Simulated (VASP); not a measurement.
Runs of VASP 6.6.1 on Al. The structure is that of space group P6_3/mmc (No. 194), or close to it. The cells are those of the table. 

```tsv
task	level	cell	k mesh for the DOS	occupations for the DOS	gap on the mesh (eV)	pressure (GPa)
single point	PBE	a = 2.700, b = 2.700, c = 8.915 Å, angles 90.0, 90.0, 120.0°, 4 atoms	-	-	none	18.0
single point	PBE	a = 2.840, b = 2.840, c = 9.474 Å, angles 90.0, 90.0, 120.0°, 4 atoms	-	-	none	0.0
single point	PBE	a = 2.592, b = 2.592, c = 8.533 Å, angles 90.0, 90.0, 120.0°, 4 atoms	-	-	none	(b)
single point	PBE	a = 2.343, b = 2.343, c = 7.657 Å, angles 90.0, 90.0, 120.0°, 4 atoms	-	-	none	163.0
single point	PBE+D3(BJ)	a = 2.700, b = 2.700, c = 8.915 Å, angles 90.0, 90.0, 120.0°, 4 atoms	-	-	none	13.3
single point	PBE	a = 2.111, b = 2.111, c = 6.864 Å, angles 90.0, 90.0, 120.0°, 4 atoms	-	-	none	(a)
```

Alike in all rows: potentials or basis VASP PAW PBE potentials, release 64 (Al); no spin polarisation; k mesh 14 × 14 × 4; cutoff (eV) 520; smearing fermi-dirac 0.08 eV.

**Question.** Estimate the missing entries.

**Answer.** (a) 464.8; (b) 41.6.

Caveats: three body term missing (some runs); pairwise dispersion overbinds metals, which lowers pressure and volume (some runs).

A gap of «none» marks levels without a gap at the run's occupations.
